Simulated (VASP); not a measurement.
Set up this calculation in VASP 6.6.1, as the native input.

```
Task                   : single point
Functional             : PBE
Dispersion             : D3(BJ)
Potentials or basis    : VASP PAW PBE potentials, release 64 (B, N)
Cutoff                 : 520 eV
k mesh                 : 12 × 12 × 4
Occupations            : gaussian, width 0.05 eV
Spin                   : no spin polarisation
Dipole correction      : no
Further INCAR settings : ALGO = Normal; EDIFF = 1e-06; NBANDS = 16
```

The structure of BN lies in POSCAR:

```
BN
1.0
    2.5061233057      0.0000000000      0.0000000000
   -1.2530616528      2.1703664477      0.0000000000
    0.0000000000      0.0000000000      6.5973571420
B N
2 2
Direct
   -0.1105804046     -0.2211608093      0.4708974373
    0.3333333333      0.6666666667      0.0000000000
    0.0000000000      0.0000000000      0.0000000000
    0.6666666667      0.3333333333      0.5000000000
```

This cell differs from its parent crystal: atom 1 (B) moved by -0.480 Å along [1 2 0] and -0.192 Å along [0 0 1].

One way to write it, as run:

INCAR

```
PREC = Accurate
ENCUT = 520
EDIFF = 1E-6
ISMEAR = 0
SIGMA = 0.05
LREAL = False
LASPH = True
NELM = 100
ALGO = Normal
ISIF = 2
LWAVE = False
LCHARG = False
GGA = PE
IVDW = 12
NBANDS = 16
```

KPOINTS

```
Automatic mesh
0
Gamma
  12 12 4
```

Potentials or basis: VASP PAW PBE potentials, release 64 (B, N).

Command:

```sh
$ cat potpaw_PBE.64/B/POTCAR potpaw_PBE.64/N/POTCAR > POTCAR
$ mpirun -np 1 vasp_std > vasp.out
```

Results of the run:

```yaml
Pressure: 72.2 GPa
Largest_force: 56.271 eV/Å
Band_gap_on_the_k_mesh: 2.80 eV, indirect (least direct gap 3.82 eV)
Dispersion_energy_per_atom: -0.143 eV
```

Caveat: the cell differs from its parent crystal (atom 1 (B) moved by -0.480 Å along [1 2 0] and -0.192 Å along [0 0 1]); forces of over 1 eV/Å act on the atoms, so gaps and moduli don't describe the material at rest.

It took 83 s on 1 thread of AMD EPYC 9R45 (Zen 5) (shared host), peak memory 0.18 GiB.
